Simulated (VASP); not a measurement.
# SnO2: single point with PBEsol

Crystal: SnO2.

```
Sn O
1.0
     1.63837    0.94592    4.86377
    -1.63837    0.94592    4.86377
     0.00000   -1.89183    4.86377
Sn O
1 2
Direct
  0.50000 0.50000 0.50000
  0.76283 0.76283 0.76283
  0.23717 0.23717 0.23717
```

```json
{"Program": "VASP 6.6.1", "Task": "single point", "Functional": "PBEsol", "Potentials or basis": "VASP PAW PBE potentials, release 64 (Sn_d, O)", "Cutoff": "520 eV", "k mesh": "10 × 10 × 10", "Occupations": "fermi-dirac, width 0.05 eV", "Spin": "no spin polarisation"}
```

* Pressure: -9.4 GPa
* Largest force: 0.718 eV/Å
* Band gap on the k mesh: 1.62 eV (least direct gap 1.71 eV)

Forces in eV/Å, atoms in the order of the input:
```
Sn   0.000  0.000  0.000
O    0.000  0.000  0.718
O    0.000  0.000 -0.718
```

Stress tensor (GPa, compression positive):
```
-10.87   0.00   0.00
  0.00 -10.87   0.00
  0.00   0.00  -6.34
```

Levels at points of the mesh, in eV from the valence-band top:
```
           k point  band 10  band 11  band 12  band 13  band 14  band 15  band 16  band 17
(0.00, 0.00, 0.00)    -1.24    -0.91    -0.91    -0.09     1.62     5.38    10.52    10.52
(0.50, 0.00, 0.00)    -2.86    -1.42    -0.61    -0.53     4.86     7.33     9.63    11.91
(0.50, 0.50, 0.00)    -2.95    -1.11    -0.48    -0.03     4.62     6.56    10.21    10.96
(0.50, 0.50, 0.50)    -1.30    -1.17    -0.86    -0.86     2.83     5.30    10.67    10.67
```

It took 4.9 min on 1 thread of Intel Xeon 8259CL, with other jobs on the host, peak memory 0.3 GiB.

Caveat: the cell stands under tension; the PAW data sets were made with another functional, which shifts forces and pressure a little; spin-orbit coupling is left out, which moves the levels of the heavy elements. A k mesh can miss the band edges.
